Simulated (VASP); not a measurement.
Set up this calculation in VASP 6.6.1, as the native input.

| Property | Result |
| --- | --- |
| Task | single point |
| Functional | r2SCAN |
| Potentials or basis | VASP PAW PBE potentials, release 64 (Ru_sv) |
| Cutoff | 620 eV |
| k mesh | 9 × 9 × 5 |
| Occupations | gaussian, width 0.1 eV |
| Spin | no spin polarisation |
| Dipole correction | no |
| Further INCAR settings | ALGO = Normal; EDIFF = 1e-06; NBANDS = 23 |

Crystal: Ru.

```
Ru
1.0
     2.70580    0.00000    0.00000
    -1.35290    2.34329    0.00000
     0.00000    0.00000    4.28190
Ru
2
Direct
  0.66667 0.33333 0.75000
  0.33333 0.66667 0.25000
```

The input as run:

POSCAR

```
Ru
1.0
    2.7058000000      0.0000000000      0.0000000000
   -1.3529000000      2.3432915376      0.0000000000
    0.0000000000      0.0000000000      4.2819000000
Ru
2
Direct
    0.6666666667      0.3333333333      0.7500000000
    0.3333333333      0.6666666667      0.2500000000
```

INCAR.step1

```
PREC = Accurate
ENCUT = 620
ISMEAR = 0
SIGMA = 0.1
LREAL = False
LASPH = True
NELM = 120
NBANDS = 23
GGA = PE
ALGO = Normal
EDIFF = 1E-5
LWAVE = True
LCHARG = False
GGA_COMPAT = False
```

INCAR.step2

```
PREC = Accurate
ENCUT = 620
EDIFF = 1E-6
ISMEAR = 0
SIGMA = 0.1
LREAL = False
LASPH = True
NELM = 120
ALGO = Normal
ISIF = 2
LWAVE = False
LCHARG = False
METAGGA = R2SCAN
LMIXTAU = True
NBANDS = 23
ISTART = 1
GGA_COMPAT = False
```

KPOINTS

```
regular mesh
0
Gamma
  9 9 5
```

Potentials or basis: VASP PAW PBE potentials, release 64 (Ru_sv).

The run is started by

```bash
$ cat potpaw_PBE.64/Ru_sv/POTCAR > POTCAR
$ cp INCAR.step1 INCAR
$ mpirun -np 1 vasp_std > vasp.out
$ cp INCAR.step2 INCAR
$ mpirun -np 1 vasp_std > vasp.out
```

It gave:

The pressure is -2.2 GPa and the band gap on the k mesh is zero (bands 16 and 17 overlap by 3.17 eV).

Caveat: the PAW data sets were made with another functional, which shifts forces and pressure a little.

Wall time 35 s on 1 thread of Intel(R) Xeon(R) 6975P-C (Granite Rapids) (shared host), peak memory 0.17 GiB.
